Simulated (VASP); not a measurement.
SbPt, 2 atoms in the cell. It takes space group Fm-3m (No. 225, cubic). Conventional cell: a = 5.549 Å, b = 5.549 Å, c = 5.549 Å, α = 90.00°, β = 90.00°, γ = 90.00°. Within 3.7 Å of Pt (site symmetry m-3m) lie 6 Sb at 2.77 Å. Sb (site symmetry m-3m) has 6 Pt at 2.77 Å within 3.7 Å. 

```yaml
Program: VASP 6.6.1
Task: single point
Functional: PBE
Potentials_or_basis: VASP PAW PBE potentials, release 64 (Pt, Sb)
Cutoff: 500 eV
k_mesh: 12 × 12 × 12
Occupations: tetrahedron
Spin: no spin polarisation
Dipole_correction: no
Further_INCAR_settings: ALGO = Normal; EDIFF = 1e-06; NBANDS = 14
```

Potentials or basis: VASP PAW PBE potentials, release 64 (Pt, Sb).

Run with:

```sh
$ cat potpaw_PBE.64/Pt/POTCAR potpaw_PBE.64/Sb/POTCAR > POTCAR
$ mpirun -np 1 vasp_std > vasp.out
```

Hardware: 1 thread of Intel Xeon 8259CL, with other jobs on the host.

Task: How long does it take, and how much memory?

Result: Run time: 74 s on 1 thread of Intel Xeon 8259CL (shared host), peak memory 0.2 GiB. Counts: scf iterations 13, k points 72.
